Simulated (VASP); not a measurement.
The system is Ta.

```
Ta
1.0
    -1.65128    1.65128    1.65128
     1.65128   -1.65128    1.65128
     1.65128    1.65128   -1.65128
Ta
1
Direct
  0.00000 0.00000 0.00000
```

| Property | Result |
| --- | --- |
| Program | VASP 6.6.1 |
| Task | relaxation of cell and atoms |
| Functional | PBEsol |
| Potentials or basis | VASP PAW PBE potentials, release 64 (Ta_pv) |
| Cutoff | 600 eV |
| k mesh | 11 × 11 × 11 |
| Occupations | fermi-dirac, width 0.05 eV |
| Spin | no spin polarisation |

At the start: pressure -4.2 GPa; volume 18.01 Å³/atom.

Question: How do energy, volume and symmetry change on relaxing?

Answer: Over 3 steps the energy falls by 4.8 meV/atom and the volume is 17.65 Å³/atom (-2.0 %); space group Im-3m (No. 229, to 0.05 Å).

The path:
```csv
step,energy change (eV),largest force (eV/Å),pressure (GPa),volume (Å³)
1,0.0000,0.0000,-4.16,18.01
2,0.0235,0.0000,11.46,16.82
3,-0.0048,0.0000,-0.07,17.65
```

Final structure:
```
Ta
1.0
    -1.64031    1.64031    1.64031
     1.64031   -1.64031    1.64031
     1.64031    1.64031   -1.64031
Ta
1
Direct
  0.00000 0.00000 0.00000
```

Caveat: the PAW data sets were made with another functional, which shifts forces and pressure a little.
